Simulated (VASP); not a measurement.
BP:

```
B P
1.0
     3.07991    0.00000    0.00000
    -1.53995    2.66728    0.00000
     0.00000    0.00000    5.01457
B P
2 2
Direct
  0.00000 0.00000 0.00000
  0.00000 0.00000 0.50000
  0.33333 0.66667 0.25000
  0.66667 0.33333 0.75000
```

Base run:

```yaml
Program: VASP 6.6.1
Functional: PBE
Potentials_or_basis: VASP PAW PBE potentials, release 64 (B, P)
Cutoff: 520 eV
k_mesh: 12 × 12 × 6
Occupations: fermi-dirac, width 0.02 eV
Spin: no spin polarisation
```

Its results: band gap on the k mesh zero (band 8 reaches 11.08 eV, above the bottom of band 9 at 5.30 eV); pressure 0.6 GPa.

The run is repeated on the same cell with these changes: functional from PBE to r2SCAN; further incar settings from ALGO = Normal; EDIFF = 1e-06; NBANDS = 16 to ALGO = Normal; EDIFF = 1e-07; NBANDS = 16. What comes out?

Band gap on the k mesh zero (band 8 reaches 11.20 eV, above the bottom of band 9 at 4.94 eV); pressure 0.1 GPa.

Caveats: the PAW data sets were made with another functional, which shifts forces and pressure a little (some runs).
